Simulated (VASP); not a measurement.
# GeBi3 (Fm-3m) in VASP: notebook

GeBi3 is run at these levels: r2SCAN; tasks: single point, relaxation of cell and atoms.

Everything below comes from runs of VASP 6.6.1. Logs are shortened: lines on timing, memory, paths and dates and some standing lists are left out, and cuts for length are marked.

### Step 1. The cell of the first run

It takes space group Fm-3m (No. 225, cubic). Conventional cell: a = 7.684 Å, b = 7.684 Å, c = 7.684 Å, α = 90.00°, β = 90.00°, γ = 90.00°. Within 4.4 Å of Ge (site symmetry m-3m) lie 14 Bi at 3.33 to 3.84 Å. Bi (site symmetry -43m) has 4 Ge at 3.33 Å and 10 Bi at 3.33 to 3.84 Å within 4.4 Å. Bi (site symmetry m-3m) has 8 Bi at 3.33 Å and 6 Ge at 3.84 Å within 4.4 Å.

### Step 2. Single point, r2SCAN

File POSCAR:

```
GeBi3
1.0
    0.0000000000      3.8421210089      3.8421210089
    3.8421210089      0.0000000000      3.8421210089
    3.8421210089      3.8421210089      0.0000000000
Ge Bi
1 3
Direct
    0.0000000000      0.0000000000      0.0000000000
    0.2500000000      0.2500000000      0.2500000000
    0.7500000000      0.7500000000      0.7500000000
    0.5000000000      0.5000000000      0.5000000000
```

File INCAR.step1:

```
SYSTEM = GeBi3
  PREC = Accurate
  ENCUT = 520
  ISMEAR = -1
  SIGMA = 0.1
  LREAL = .False.
  LASPH = .True.
  NELM = 100
  NBANDS = 38
  GGA = PE
  ALGO = Normal
  EDIFF = 1E-4
  LWAVE = .True.
  LCHARG = .False.
```

File INCAR.step2:

```
SYSTEM = GeBi3
  PREC = Accurate
  ENCUT = 520
  EDIFF = 1E-7
  ISMEAR = -1
  SIGMA = 0.1
  LREAL = .False.
  LASPH = .True.
  NELM = 100
  ALGO = Normal
  ISIF = 2
  LWAVE = .False.
  LCHARG = .True.
  METAGGA = R2SCAN
  LMIXTAU = .True.
  LELF = .True.
  LVHAR = .True.
  NBANDS = 38
  ISTART = 1
```

File KPOINTS:

```
Automatic mesh
0
Gamma
  5 5 5
  0 0 0
```

Potentials or basis: VASP PAW PBE potentials, release 64 (Ge_d, Bi_d).

Command:

```sh
cat potpaw_PBE.64/Ge_d/POTCAR potpaw_PBE.64/Bi_d/POTCAR > POTCAR
cp INCAR.step1 INCAR
mpirun -np 1 vasp_std > vasp.out
cp INCAR.step2 INCAR
mpirun -np 1 vasp_std > vasp.out
```

OUTCAR:

```text
SYSTEM = GeBi3
   PREC = Accurate
   ENCUT = 520
   EDIFF = 1E-7
   ISMEAR = -1
   LREAL = .False.
   LASPH = .True.
   NELM = 100
   ISIF = 2
   METAGGA = R2SCAN
   ISTART = 1

 ion  position               nearest neighbor table
   1  0.000  0.000  0.000-   2 3.33   3 3.33   3 3.33   3 3.33   3 3.33   2 3.33   2 3.33   2 3.33

   2  0.250  0.250  0.250-   1 3.33   4 3.33   1 3.33   1 3.33   1 3.33   4 3.33   4 3.33   4 3.33
                             3 3.84   3 3.84   3 3.84   3 3.84   3 3.84   3 3.84
   3  0.750  0.750  0.750-   1 3.33   4 3.33   4 3.33   4 3.33   4 3.33   1 3.33   1 3.33   1 3.33
                             2 3.84   2 3.84   2 3.84   2 3.84   2 3.84   2 3.84
   4  0.500  0.500  0.500-   2 3.33   3 3.33   2 3.33   2 3.33   2 3.33   3 3.33   3 3.33   3 3.33

  LATTYP: Found a face centered cubic cell.
 ALAT       =     7.6842420178

  Lattice vectors:

 A1 = (   0.0000000000,   3.8421210089,   3.8421210089)
 A2 = (   3.8421210089,   0.0000000000,   3.8421210089)
 A3 = (   3.8421210089,   3.8421210089,   0.0000000000)

Analysis of symmetry for initial positions (statically):
=====================================================================
 Subroutine PRICEL returns:
 Original cell was already a primitive cell.

 Routine SETGRP: Setting up the symmetry group for a
 face centered cubic supercell.

 Subroutine GETGRP returns: Found 48 space group operations
 (whereof 48 operations were pure point group operations)
 out of a pool of 48 trial point group operations.

The static configuration has the point symmetry O_h .

Analysis of symmetry for dynamics (positions and initial velocities):
=====================================================================
 Subroutine PRICEL returns:
 Original cell was already a primitive cell.

 Routine SETGRP: Setting up the symmetry group for a
 face centered cubic supercell.

 Subroutine GETGRP returns: Found 48 space group operations
 (whereof 48 operations were pure point group operations)
 out of a pool of 48 trial point group operations.

The dynamic configuration has the point symmetry O_h .

 Subroutine INISYM returns: Found 48 space group operations
 (whereof 48 operations are pure point group operations),
 and found     1 'primitive' translations

----------------------------------------------------------------------------------------

                                     Primitive cell

  volume of cell :     113.4340

  direct lattice vectors                    reciprocal lattice vectors
     0.000000000  3.842121009  3.842121009    -0.130136453  0.130136453  0.130136453
     3.842121009  0.000000000  3.842121009     0.130136453 -0.130136453  0.130136453
     3.842121009  3.842121009  0.000000000     0.130136453  0.130136453 -0.130136453

  length of vectors
     5.433579639  5.433579639  5.433579639     0.225402948  0.225402948  0.225402948

  position of ions in fractional coordinates (direct lattice)
     0.000000000  0.000000000  0.000000000
     0.250000000  0.250000000  0.250000000
     0.750000000  0.750000000  0.750000000
     0.500000000  0.500000000  0.500000000

  ion indices of the primitive-cell ions
   primitive index   ion index
                 1           1
                 2           2
                 3           3
                 4           4

----------------------------------------------------------------------------------------

 KPOINTS: Automatic mesh

Automatic generation of k-mesh.
 Grid dimensions read from file:
 generate k-points for:    5    5    5

 Generating k-lattice:

  Cartesian coordinates                     Fractional coordinates (reciprocal lattice)
    -0.026027291  0.026027291  0.026027291     0.200000000  0.000000000  0.000000000
     0.026027291 -0.026027291  0.026027291     0.000000000  0.200000000  0.000000000
     0.026027291  0.026027291 -0.026027291     0.000000000  0.000000000  0.200000000

  Length of vectors
     0.045080590  0.045080590  0.045080590

  Shift w.r.t. Gamma in fractional coordinates (k-lattice)
     0.000000000  0.000000000  0.000000000

 Subroutine IBZKPT returns following result:
 ===========================================

 Found     10 irreducible k-points:

 Following reciprocal coordinates:
            Coordinates               Weight
  0.000000  0.000000  0.000000      1.000000
  0.200000  0.000000  0.000000      8.000000
  0.400000  0.000000  0.000000      8.000000
  0.200000  0.200000  0.000000      6.000000
  0.400000  0.200000  0.000000     24.000000
 -0.400000  0.200000  0.000000     24.000000
 -0.200000  0.200000  0.000000     12.000000
  0.400000  0.400000  0.000000      6.000000
 -0.400000  0.400000  0.000000     12.000000
 -0.400000  0.400000  0.200000     24.000000
   k-points           NKPTS =     10   k-points in BZ     NKDIM =     10   number of bands    NBANDS=     38
   number of dos      NEDOS =    301   number of ions     NIONS =      4
   total plane-waves  NPLWV =  64000
   dimension x,y,z NGX =    40 NGY =   40 NGZ =   40
   dimension x,y,z NGXF=    80 NGYF=   80 NGZF=   80
   ions per type =               1   3
   NGX,Y,Z   is equivalent  to a cutoff of  12.24, 12.24, 12.24 a.u.
   NGXF,Y,Z  is equivalent  to a cutoff of  24.48, 24.48, 24.48 a.u.
 SYSTEM =  GeBi3
   PREC   = accura    normal or accurate (medium, high low for compatibility)
   ISTART =      1    job   : 0-new  1-cont  2-samecut
   ICHARG =      0    charge: 1-file 2-atom 10-const
   ISPIN  =      1    spin polarized calculation?
   LNONCOLLINEAR =      F non collinear calculations
   LSORBIT =      F    spin-orbit coupling
   LASPH  =      T    aspherical Exc in radial PAW
   ENCUT  =  520.0 eV  38.22 Ry    6.18 a.u.  10.10 10.10 10.10*2*pi/ulx,y,z
   NELM   =    100;   NELMIN=  2; NELMDL=  0     # of ELM steps
   EDIFF  = 0.1E-06   stopping-criterion for ELM
   LREAL  =      F    real-space projection
   EDIFFG = 0.1E-05   stopping-criterion for IOM
   NSW    =      0    number of steps for IOM
   IBRION =     -1    ionic relax: 0-MD 1-quasi-New 2-CG
   NFREE  =      0    steps in history (QN), initial steepest desc. (CG)
   ISIF   =      2    stress and relaxation
   ISYM   =      2    0-nonsym 1-usesym 2-fastsym
   POTIM  = 0.5000    time-step for ionic-motion
   TEBEG  =    0.0;   TEEND  =   0.0 temperature during run
   PSTRESS=    0.0 pullay stress
   NELECT =      59.0000    total number of electrons
   NUPDOWN=      -1.0000    fix difference up-down
   EMIN   =  10.00;   EMAX   =-10.00  energy-range for DOS
   EFERMI =   0.00;   METHOD = LEGACY
   ISMEAR =    -1;   SIGMA  =   0.10  broadening in eV -4-tet -1-fermi 0-gaus
   EFERMI_NEDOS =   21; number of points for ismear=-14 and -15
   IALGO  =     38    algorithm
   IMIX   =      4    mixing-type and parameters
     AMIX     =   0.40;   BMIX     =  1.00
     AMIX_MAG =   1.60;   BMIX_MAG =  1.00
  volume/ion in A,a.u.               =      28.36       191.37
  Fermi-wavevector in a.u.,A,eV,Ry     =   1.316572  2.487959 23.583803  1.733361
  Thomas-Fermi vector in A             =   2.446674
   LORBIT       =      0    0 simple, 1 ext, 2 COOP (PROOUT), +10 PAW based schemes
   METAGGA = R2SCAN    functional components
   LHFCALC =     F    Hartree Fock is set to
   AEXX    =    0.0000 exact exchange contribution
   IVDW    =     0    specifies the selected vdW correction
   LEPSILON=     F    determine dielectric tensor
   LRPA    =     F    only Hartree local field effects (RPA)
 non-spin polarized calculation
  energy-cutoff  :      520.00
  volume of cell :      113.43
 maximum number of plane-waves:      3119
   NGX = 21   NGY = 21   NGZ = 21

 number of electron      58.9999977 magnetization

 Free energy of the ion-electron system (eV)
  ---------------------------------------------------
  ext. energy  EPLUGINS =         0.00000000
  ---------------------------------------------------
  free energy    TOTEN  =      -187.97154501 eV

  energy without entropy =     -187.87975524  energy(sigma->0) =     -187.92565013

 E-fermi :   7.8580     XC(G=0): -11.2459

 val. band max:        7.8434527665   @ k =   0.4000   0.0000   0.0000
 cond. band min:       7.9776021015   @ k =   0.4000   0.2000   0.0000
 fundamental gap:      0.1341493350
 Fermi energy:         7.8579524698

 k-point     1 :       0.0000    0.0000    0.0000
  band No.  band energies     occupation
      1     -17.9296      2.00000
      2     -17.9296      2.00000
      3     -17.9296      2.00000
      4     -17.9264      2.00000
      5     -17.9264      2.00000
      6     -16.2684      2.00000
[... 30 lines left out ...]
     37      13.5764      0.00000
     38      13.5764      0.00000

 k-point     2 :       0.2000    0.0000    0.0000
  band No.  band energies     occupation
      1     -17.9296      2.00000
      2     -17.9296      2.00000
      3     -17.9296      2.00000
      4     -17.9262      2.00000
      5     -17.9262      2.00000
      6     -16.2773      2.00000
[... 30 lines left out ...]
     37      12.9792      0.00000
     38      12.9792      0.00000

 k-point     3 :       0.4000    0.0000    0.0000
  band No.  band energies     occupation
      1     -17.9297      2.00000
      2     -17.9297      2.00000
      3     -17.9295      2.00000
      4     -17.9260      2.00000
      5     -17.9260      2.00000
      6     -16.2904      2.00000
[... 30 lines left out ...]
     37      15.2632      0.00000
     38      15.2632      0.00000

 k-point     4 :       0.2000    0.2000    0.0000
  band No.  band energies     occupation
      1     -17.9297      2.00000
      2     -17.9296      2.00000
      3     -17.9296      2.00000
      4     -17.9262      2.00000
      5     -17.9262      2.00000
      6     -16.2845      2.00000
[... 30 lines left out ...]
     37      12.3267      0.00000
     38      14.0287      0.00000

 k-point     5 :       0.4000    0.2000    0.0000
  band No.  band energies     occupation
      1     -17.9297      2.00000
      2     -17.9297      2.00000
      3     -17.9296      2.00000
      4     -17.9261      2.00000
      5     -17.9260      2.00000
      6     -16.2938      2.00000
[... 30 lines left out ...]
     37      13.4920      0.00000
     38      16.4254      0.00000

 k-point     6 :      -0.4000    0.2000    0.0000
  band No.  band energies     occupation
      1     -17.9297      2.00000
      2     -17.9297      2.00000
      3     -17.9296      2.00000
      4     -17.9260      2.00000
      5     -17.9260      2.00000
      6     -16.2933      2.00000
[... 30 lines left out ...]
     37      15.9430      0.00000
     38      16.2869      0.00000

 k-point     7 :      -0.2000    0.2000    0.0000
  band No.  band energies     occupation
      1     -17.9297      2.00000
      2     -17.9297      2.00000
      3     -17.9296      2.00000
      4     -17.9261      2.00000
      5     -17.9261      2.00000
      6     -16.2878      2.00000
[... 30 lines left out ...]
     37      13.6522      0.00000
     38      14.9268      0.00000

 k-point     8 :       0.4000    0.4000    0.0000
  band No.  band energies     occupation
      1     -17.9298      2.00000
      2     -17.9298      2.00000
      3     -17.9295      2.00000
      4     -17.9262      2.00000
      5     -17.9259      2.00000
      6     -16.2989      2.00000
[... 30 lines left out ...]
     37      13.1266      0.00000
     38      14.9212      0.00000

 k-point     9 :      -0.4000    0.4000    0.0000
  band No.  band energies     occupation
      1     -17.9298      2.00000
      2     -17.9297      2.00000
      3     -17.9296      2.00000
      4     -17.9261      2.00000
      5     -17.9259      2.00000
      6     -16.2988      2.00000
[... 30 lines left out ...]
     37      14.7324      0.00000
     38      14.9127      0.00000

 k-point    10 :      -0.4000    0.4000    0.2000
  band No.  band energies     occupation
      1     -17.9298      2.00000
      2     -17.9297      2.00000
      3     -17.9296      2.00000
      4     -17.9261      2.00000
      5     -17.9259      2.00000
      6     -16.2965      2.00000
[... 30 lines left out ...]
     37      15.0299      0.00000
     38      15.6314      0.00000

------------------------ aborting loop because EDIFF is reached ----------------------------------------

  FORCE on cell =-STRESS in cart. coord.  units (eV):
  Direction    XX          YY          ZZ          XY          YZ          ZX
  --------------------------------------------------------------------------------------
  -------------------------------------------------------------------------------------
  Total       -0.0298786     -0.0298786     -0.0298786      0.0000000     -0.0000000      0.0000000
  in kB       -0.4220145     -0.4220145     -0.4220145      0.0000000     -0.0000000      0.0000000
  external PRESSURE =      -0.4220145 kB  Pullay stress =       0.0000000 kB

 VOLUME and BASIS-vectors are now :
 -----------------------------------------------------------------------------
  energy-cutoff  :      520.00
  volume of cell :      113.43
      direct lattice vectors                 reciprocal lattice vectors
     0.000000000  3.842121009  3.842121009    -0.130136453  0.130136453  0.130136453
     3.842121009  0.000000000  3.842121009     0.130136453 -0.130136453  0.130136453
     3.842121009  3.842121009  0.000000000     0.130136453  0.130136453 -0.130136453

 POSITION                                       TOTAL-FORCE (eV/Angst)
 -----------------------------------------------------------------------------------
      0.00000      0.00000      0.00000         0.000000     -0.000000      0.000000
      1.92106      1.92106      1.92106        -0.000000     -0.000000     -0.000000
      5.76318      5.76318      5.76318         0.000000      0.000000      0.000000
      3.84212      3.84212      3.84212         0.000000     -0.000000      0.000000
 -----------------------------------------------------------------------------------
    total drift:                               -0.000000      0.000000      0.000000

  FREE ENERGIE OF THE ION-ELECTRON SYSTEM (eV)
  ---------------------------------------------------
  free  energy   TOTEN  =      -187.9715450113 eV

  energy  without entropy=     -187.8797552394  energy(sigma->0) =     -187.92565013
```

It took 2.7 min on 1 thread of Intel Xeon Platinum 8259CL at 2.50GHz (Skylake/Cascade Lake), shared host; peak memory 0.28 GiB.

Results:

```
Free energy : -187.9715 eV
Pressure    : 0.0 GPa
```

Caveat: the PAW data sets were made with another functional, which shifts forces and pressure a little; spin-orbit coupling is left out, which moves the levels of the heavy elements.

(Continued in part 2 of 2.)
